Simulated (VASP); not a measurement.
# SbPb (Cmmm) in VASP: further runs

The runs below take SbPb through single point, with LDA.

All numbers are computed with VASP 6.6.1; they aren't measurements. Logs are shortened: lines on timing, memory, paths and dates and some standing lists are left out, and cuts for length are marked.

### Step 1. The cell of the first run

Symmetry: Cmmm, No. 65, orthorhombic system. Conventional cell: a = 4.152 Å, b = 5.361 Å, c = 5.453 Å, α = 90.00°, β = 90.00°, γ = 90.00°. Within 4.5 Å of Sb (site symmetry mmm) lie 6 Sb at 3.39 to 4.15 Å and 8 Pb at 3.43 to 3.82 Å. Within 4.5 Å of Pb (site symmetry mmm) lie 6 Pb at 3.39 to 4.15 Å and 8 Sb at 3.43 to 3.82 Å.

### Step 2. Single point, LDA

Input file INCAR:

```
SYSTEM = SbPb
PREC = Accurate
ENCUT = 520
EDIFF = 1E-6
ISMEAR = 1
SIGMA = 0.05
LREAL = .FALSE.
LASPH = .TRUE.
NELM = 60
ALGO = Normal
ISIF = 2
LWAVE = .FALSE.
LCHARG = .FALSE.
NBANDS = 16
```

Input file KPOINTS:

```
regular mesh
0
G
  8 8 5
  0 0 0
```

Input file POSCAR:

```
SbPb
1.0
    2.0758210000     -2.6803290000      0.0000000000
    2.0758210000      2.6803290000      0.0000000000
    0.0000000000      0.0000000000      5.4534750000
Sb Pb
1 1
Direct
    0.5000000000      0.5000000000      0.5000000000
    0.0000000000      0.0000000000      0.0000000000
```

Potentials or basis: VASP PAW LDA potentials, release 64 (Sb, Pb_d).

Run with:

```
$ cat potpaw_LDA.64/Sb/POTCAR potpaw_LDA.64/Pb_d/POTCAR > POTCAR
$ mpirun -np 1 vasp_std > vasp.out
```

OUTCAR:

```text
SYSTEM = SbPb
   PREC = Accurate
   ENCUT = 520
   EDIFF = 1E-6
   ISMEAR = 1
   LREAL = .FALSE.
   LASPH = .TRUE.
   NELM = 60
   ISIF = 2

 ion  position               nearest neighbor table
   1  0.500  0.500  0.500-   2 3.43   2 3.43   2 3.43   2 3.43   2 3.82   2 3.82   2 3.82   2 3.82

   2  0.000  0.000  0.000-   1 3.43   1 3.43   1 3.43   1 3.43   1 3.82   1 3.82   1 3.82   1 3.82

  LATTYP: Found a base centered orthorhombic cell.
 ALAT       =     4.1516420000
 B/A-ratio  =     1.2912139341
 C/A-ratio  =     1.3135706306

  Lattice vectors:

 A1 = (   2.0758210000,  -2.6803290000,   0.0000000000)
 A2 = (   2.0758210000,   2.6803290000,   0.0000000000)
 A3 = (   0.0000000000,   0.0000000000,   5.4534750000)

Analysis of symmetry for initial positions (statically):
=====================================================================
 Subroutine PRICEL returns:
 Original cell was already a primitive cell.

 Routine SETGRP: Setting up the symmetry group for a
 base centered orthorhombic supercell.

 Subroutine GETGRP returns: Found  8 space group operations
 (whereof  8 operations were pure point group operations)
 out of a pool of  8 trial point group operations.

The static configuration has the point symmetry D_2h.

Analysis of symmetry for dynamics (positions and initial velocities):
=====================================================================
 Subroutine PRICEL returns:
 Original cell was already a primitive cell.

 Routine SETGRP: Setting up the symmetry group for a
 base centered orthorhombic supercell.

 Subroutine GETGRP returns: Found  8 space group operations
 (whereof  8 operations were pure point group operations)
 out of a pool of  8 trial point group operations.

The dynamic configuration has the point symmetry D_2h.

 Subroutine INISYM returns: Found  8 space group operations
 (whereof  8 operations are pure point group operations),
 and found     1 'primitive' translations

----------------------------------------------------------------------------------------

                                     Primitive cell

  volume of cell :      60.6850

  direct lattice vectors                    reciprocal lattice vectors
     2.075821000 -2.680329000  0.000000000     0.240868553 -0.186544264  0.000000000
     2.075821000  2.680329000  0.000000000     0.240868553  0.186544264  0.000000000
     0.000000000  0.000000000  5.453475000     0.000000000  0.000000000  0.183369320

  length of vectors
     3.390161703  3.390161703  5.453475000     0.304657877  0.304657877  0.183369320

  position of ions in fractional coordinates (direct lattice)
     0.500000000  0.500000000  0.500000000
     0.000000000  0.000000000  0.000000000

  ion indices of the primitive-cell ions
   primitive index   ion index
                 1           1
                 2           2

----------------------------------------------------------------------------------------

 KPOINTS: regular mesh

Automatic generation of k-mesh.
 Grid dimensions read from file:
 generate k-points for:    8    8    5

 Generating k-lattice:

  Cartesian coordinates                     Fractional coordinates (reciprocal lattice)
     0.030108569 -0.023318033  0.000000000     0.125000000  0.000000000  0.000000000
     0.030108569  0.023318033  0.000000000     0.000000000  0.125000000  0.000000000
     0.000000000  0.000000000  0.036673864     0.000000000  0.000000000  0.200000000

  Length of vectors
     0.038082235  0.038082235  0.036673864

  Shift w.r.t. Gamma in fractional coordinates (k-lattice)
     0.000000000  0.000000000  0.000000000

 Subroutine IBZKPT returns following result:
 ===========================================

 Found     63 irreducible k-points:

 Following reciprocal coordinates:
            Coordinates               Weight
  0.000000  0.000000  0.000000      1.000000
  0.125000  0.000000  0.000000      4.000000
  0.250000  0.000000  0.000000      4.000000
  0.375000  0.000000  0.000000      4.000000
  0.500000  0.000000  0.000000      2.000000
  0.125000  0.125000  0.000000      2.000000
[... 16 lines left out ...]
  0.125000  0.000000  0.200000      8.000000
  0.250000  0.000000  0.200000      8.000000
 [... further k-points ...]
   k-points           NKPTS =     63   k-points in BZ     NKDIM =     63   number of bands    NBANDS=     16
   number of dos      NEDOS =    301   number of ions     NIONS =      2
   total plane-waves  NPLWV =  32928
   dimension x,y,z NGX =    28 NGY =   28 NGZ =   42
   dimension x,y,z NGXF=    56 NGYF=   56 NGZF=   84
   ions per type =               1   1
   NGX,Y,Z   is equivalent  to a cutoff of  13.73, 13.73, 12.80 a.u.
   NGXF,Y,Z  is equivalent  to a cutoff of  27.46, 27.46, 25.61 a.u.
 SYSTEM =  SbPb
   PREC   = accura    normal or accurate (medium, high low for compatibility)
   ISTART =      0    job   : 0-new  1-cont  2-samecut
   ICHARG =      2    charge: 1-file 2-atom 10-const
   ISPIN  =      1    spin polarized calculation?
   LNONCOLLINEAR =      F non collinear calculations
   LSORBIT =      F    spin-orbit coupling
   LASPH  =      T    aspherical Exc in radial PAW
   ENCUT  =  520.0 eV  38.22 Ry    6.18 a.u.   6.30  6.30 10.14*2*pi/ulx,y,z
   NELM   =     60;   NELMIN=  2; NELMDL= -5     # of ELM steps
   EDIFF  = 0.1E-05   stopping-criterion for ELM
   LREAL  =      F    real-space projection
   EDIFFG = 0.1E-04   stopping-criterion for IOM
   NSW    =      0    number of steps for IOM
   IBRION =     -1    ionic relax: 0-MD 1-quasi-New 2-CG
   NFREE  =      0    steps in history (QN), initial steepest desc. (CG)
   ISIF   =      2    stress and relaxation
   ISYM   =      2    0-nonsym 1-usesym 2-fastsym
   POTIM  = 0.5000    time-step for ionic-motion
   TEBEG  =    0.0;   TEEND  =   0.0 temperature during run
   PSTRESS=    0.0 pullay stress
   NELECT =      19.0000    total number of electrons
   NUPDOWN=      -1.0000    fix difference up-down
   EMIN   =  10.00;   EMAX   =-10.00  energy-range for DOS
   EFERMI =   0.00;   METHOD = LEGACY
   ISMEAR =     1;   SIGMA  =   0.05  broadening in eV -4-tet -1-fermi 0-gaus
   EFERMI_NEDOS =   21; number of points for ismear=-14 and -15
   IALGO  =     38    algorithm
   IMIX   =      4    mixing-type and parameters
     AMIX     =   0.40;   BMIX     =  1.00
     AMIX_MAG =   1.60;   BMIX_MAG =  1.00
  volume/ion in A,a.u.               =      30.34       204.76
  Fermi-wavevector in a.u.,A,eV,Ry     =   1.111644  2.100702 16.813421  1.235752
  Thomas-Fermi vector in A             =   2.248209
   LORBIT       =      0    0 simple, 1 ext, 2 COOP (PROOUT), +10 PAW based schemes
   GGA     = CA    functional components
   LHFCALC =     F    Hartree Fock is set to
   AEXX    =    0.0000 exact exchange contribution
   IVDW    =     0    specifies the selected vdW correction
   LEPSILON=     F    determine dielectric tensor
   LRPA    =     F    only Hartree local field effects (RPA)
 non-spin polarized calculation
 Methfessel and Paxton  Order N= 1 SIGMA  =   0.05
  energy-cutoff  :      520.00
  volume of cell :       60.68
 maximum number of plane-waves:      1652
 NGX is ok and might be reduce to    28
   NGX = 13   NGY = 13   NGZ = 21

 number of electron      18.9999995 magnetization

 Free energy of the ion-electron system (eV)
  ---------------------------------------------------
  ext. energy  EPLUGINS =         0.00000000
  ---------------------------------------------------
  free energy    TOTEN  =        -8.82612874 eV

  energy without entropy =       -8.82556833  energy(sigma->0) =       -8.82594194

 E-fermi :   6.9707     XC(G=0): -10.1548

 val. band max:        6.9679784800   @ k =  -0.2500   0.2500   0.4000
 cond. band min:       6.9726773416   @ k =  -0.3750   0.3750   0.2000
 fundamental gap:      0.0046988616
 Fermi energy:         6.9706696158

 k-point     1 :       0.0000    0.0000    0.0000
  band No.  band energies     occupation
      1     -10.2736      2.00000
      2     -10.1733      2.00000
      3     -10.0079      2.00000
      4      -9.9627      2.00000
      5      -9.9535      2.00000
      6      -4.9558      2.00000
[... 8 lines left out ...]
     15      13.7697      0.00000
     16      17.8426      0.00000

 k-point     2 :       0.1250    0.0000    0.0000
  band No.  band energies     occupation
      1     -10.2497      2.00000
      2     -10.1506      2.00000
      3     -10.0195      2.00000
      4      -9.9711      2.00000
      5      -9.9613      2.00000
      6      -4.7400      2.00000
[... 8 lines left out ...]
     15      15.5446      0.00000
     16      16.5210      0.00000

 k-point     3 :       0.2500    0.0000    0.0000
  band No.  band energies     occupation
      1     -10.2267      2.00000
      2     -10.0683      2.00000
      3     -10.0595      2.00000
      4      -9.9788      2.00000
      5      -9.9734      2.00000
      6      -4.0993      2.00000
[... 8 lines left out ...]
     15      16.2787      0.00000
     16      16.4243      0.00000

 k-point     4 :       0.3750    0.0000    0.0000
  band No.  band energies     occupation
      1     -10.2240      2.00000
      2     -10.1045      2.00000
      3     -10.0150      2.00000
      4      -9.9806      2.00000
      5      -9.9367      2.00000
      6      -3.0806      2.00000
[... 8 lines left out ...]
     15      16.5922      0.00000
     16      16.6350      0.00000
[... 324 lines left out ...]
 k-point    22 :       0.0000    0.0000    0.2000
  band No.  band energies     occupation
      1     -10.2737      2.00000
      2     -10.1709      2.00000
      3     -10.0088      2.00000
      4      -9.9628      2.00000
      5      -9.9536      2.00000
      6      -4.7568      2.00000
[... 8 lines left out ...]
     15      13.8343      0.00000
     16      16.7942      0.00000

 k-point    23 :       0.1250    0.0000    0.2000
  band No.  band energies     occupation
      1     -10.2496      2.00000
      2     -10.1484      2.00000
      3     -10.0207      2.00000
      4      -9.9713      2.00000
      5      -9.9613      2.00000
      6      -4.5417      2.00000
[... 8 lines left out ...]
     15      15.4042      0.00000
     16      16.5110      0.00000

 k-point    24 :       0.2500    0.0000    0.2000
  band No.  band energies     occupation
      1     -10.2262      2.00000
      2     -10.0666      2.00000
      3     -10.0612      2.00000
      4      -9.9790      2.00000
      5      -9.9734      2.00000
      6      -3.9058      2.00000
[... 8 lines left out ...]
     15      15.2428      0.00000
     16      16.3760      0.00000

 [... further k-points ...]
[... 5 lines left out ...]
  --------------------------------------------------------------------------------------
  -------------------------------------------------------------------------------------
  Total       -1.7804100     -2.0625903     -1.4673934      0.0000000      0.0000000      0.0000000
  in kB      -47.0055640    -54.4555606    -38.7414462      0.0000000      0.0000000      0.0000000
  external PRESSURE =     -46.7341903 kB  Pullay stress =       0.0000000 kB

 VOLUME and BASIS-vectors are now :
 -----------------------------------------------------------------------------
  energy-cutoff  :      520.00
  volume of cell :       60.68
      direct lattice vectors                 reciprocal lattice vectors
     2.075821000 -2.680329000  0.000000000     0.240868553 -0.186544264  0.000000000
     2.075821000  2.680329000  0.000000000     0.240868553  0.186544264  0.000000000
     0.000000000  0.000000000  5.453475000     0.000000000  0.000000000  0.183369320

 POSITION                                       TOTAL-FORCE (eV/Angst)
 -----------------------------------------------------------------------------------
      2.07582      0.00000      2.72674        -0.000000      0.000000      0.000000
      0.00000      0.00000      0.00000         0.000000     -0.000000      0.000000
 -----------------------------------------------------------------------------------
    total drift:                                0.000000      0.000000     -0.000000

  FREE ENERGIE OF THE ION-ELECTRON SYSTEM (eV)
  ---------------------------------------------------
  free  energy   TOTEN  =        -8.8261287392 eV

  energy  without entropy=       -8.8255683316  energy(sigma->0) =       -8.82594194
```

It took 66 s on 1 thread of AMD EPYC 7R13 (Zen 3), shared host; peak memory 0.17 GiB.

What came out:

| Item | Value |
| --- | --- |
| Free energy | -8.8261 eV |
| Pressure | -4.7 GPa |

Stress tensor (GPa, compression positive):
```
-4.70  0.00  0.00
 0.00 -5.45  0.00
 0.00  0.00 -3.87
```

Caveat: spin-orbit coupling is left out, which moves the levels of the heavy elements.

### Step 3. Single point, LDA

INCAR: that of step 2 with these lines changed.

```diff
@@ -3,3 +3,3 @@
 ENCUT = 520
-EDIFF = 1E-6
+EDIFF = 1E-7
 ISMEAR = 1
@@ -13,2 +13,3 @@
 LCHARG = .FALSE.
+GGA = CA
 NBANDS = 16
```

Input file KPOINTS:

```
Automatic mesh
0
G
  8 8 5
  0 0 0
```

POSCAR is that of step 2.

Potentials or basis: VASP PAW LDA potentials, release 64 (Sb, Pb_d).

Run with:

```
$ cat potpaw_LDA.64/Sb/POTCAR potpaw_LDA.64/Pb_d/POTCAR > POTCAR
$ mpirun -np 1 vasp_std > vasp.out
```

OUTCAR:

```text
SYSTEM = SbPb
   PREC = Accurate
   ENCUT = 520
   EDIFF = 1E-7
   ISMEAR = 1
   LREAL = .FALSE.
   LASPH = .TRUE.
   NELM = 60
   ISIF = 2
   GGA = CA

 ion  position               nearest neighbor table
   1  0.500  0.500  0.500-   2 3.43   2 3.43   2 3.43   2 3.43   2 3.82   2 3.82   2 3.82   2 3.82

   2  0.000  0.000  0.000-   1 3.43   1 3.43   1 3.43   1 3.43   1 3.82   1 3.82   1 3.82   1 3.82

  LATTYP: Found a base centered orthorhombic cell.
 ALAT       =     4.1516420000
 B/A-ratio  =     1.2912139341
 C/A-ratio  =     1.3135706306

  Lattice vectors:

[... 629 lines left out ...]
      5      -9.9734      2.00000
      6      -3.9058      2.00000
[... 8 lines left out ...]
     15      15.2428      0.00000
     16      16.3760      0.00000

 [... further k-points ...]
[... 5 lines left out ...]
  --------------------------------------------------------------------------------------
  -------------------------------------------------------------------------------------
  Total       -1.7798111     -2.0619579     -1.4668253      0.0000000      0.0000000      0.0000000
  in kB      -46.9897533    -54.4388630    -38.7264469      0.0000000      0.0000000      0.0000000
  external PRESSURE =     -46.7183544 kB  Pullay stress =       0.0000000 kB

 VOLUME and BASIS-vectors are now :
 -----------------------------------------------------------------------------
  energy-cutoff  :      520.00
  volume of cell :       60.68
      direct lattice vectors                 reciprocal lattice vectors
     2.075821000 -2.680329000  0.000000000     0.240868553 -0.186544264  0.000000000
     2.075821000  2.680329000  0.000000000     0.240868553  0.186544264  0.000000000
     0.000000000  0.000000000  5.453475000     0.000000000  0.000000000  0.183369320

 POSITION                                       TOTAL-FORCE (eV/Angst)
 -----------------------------------------------------------------------------------
      2.07582      0.00000      2.72674        -0.000000      0.000000      0.000000
      0.00000      0.00000      0.00000         0.000000      0.000000      0.000000
 -----------------------------------------------------------------------------------
    total drift:                                0.000000      0.000000     -0.000000

  FREE ENERGIE OF THE ION-ELECTRON SYSTEM (eV)
  ---------------------------------------------------
  free  energy   TOTEN  =        -8.8261287442 eV

  energy  without entropy=       -8.8255683462  energy(sigma->0) =       -8.82594194
```

Run time: 55 s. Hardware: 1 thread of AMD EPYC 7R13 (Zen 3), shared host; peak memory 0.16 GiB.

What came out:

```
Free energy : -8.8261 eV
Pressure    : -4.7 GPa
```

Stress tensor (GPa, compression positive):
```
-4.70  0.00  0.00
 0.00 -5.44  0.00
 0.00  0.00 -3.87
```

Levels at points of the mesh, in eV from the Fermi level:
```tsv
k point	band 8	band 9	band 10	band 11	band 12	band 13
(0.00, 0.00, 0.00)	-4.43	1.68	3.04	5.93	6.13	6.14
(0.50, 0.00, 0.00)	-2.95	-2.22	-1.06	-0.22	2.97	4.54
(0.50, 0.50, 0.00)	-4.41	-2.09	-0.74	-0.64	1.89	3.55
```

Caveat: spin-orbit coupling is left out, which moves the levels of the heavy elements.

### Step 4. Single point, LDA

Input file INCAR:

```
PREC = Accurate ; ENCUT = 520
EDIFF = 1E-7 ; ISMEAR = 1
SIGMA = 0.05 ; LREAL = False
LASPH = True ; NELM = 60
ALGO = Normal ; ISIF = 2
LWAVE = False ; LCHARG = False
GGA = CA ; NBANDS = 16
```

Input file KPOINTS:

```
regular mesh
0
Gamma
  8 8 5
```

POSCAR is that of step 3.

Run with:

```
$ cat potpaw_LDA.64/Sb/POTCAR potpaw_LDA.64/Pb_d/POTCAR > POTCAR
$ mpirun -np 1 vasp_std > vasp.out
```

Run time: 50 s. Hardware: 1 thread of AMD EPYC 7R13 (Zen 3), shared host; peak memory 0.16 GiB.

Results (log left out):

```
Free energy : -8.8261 eV
Pressure    : -4.7 GPa
```

Stress tensor (GPa, compression positive):
```
-4.70  0.00  0.00
 0.00 -5.44  0.00
 0.00  0.00 -3.87
```

Levels at points of the mesh, in eV from the Fermi level:
```csv
k point,band 8,band 9,band 10,band 11,band 12,band 13
"(0.00, 0.00, 0.00)",-4.43,1.68,3.04,5.93,6.13,6.14
"(0.50, 0.00, 0.00)",-2.95,-2.22,-1.06,-0.22,2.97,4.54
"(0.50, 0.50, 0.00)",-4.41,-2.09,-0.74,-0.64,1.89,3.55
```

Caveat: spin-orbit coupling is left out, which moves the levels of the heavy elements.
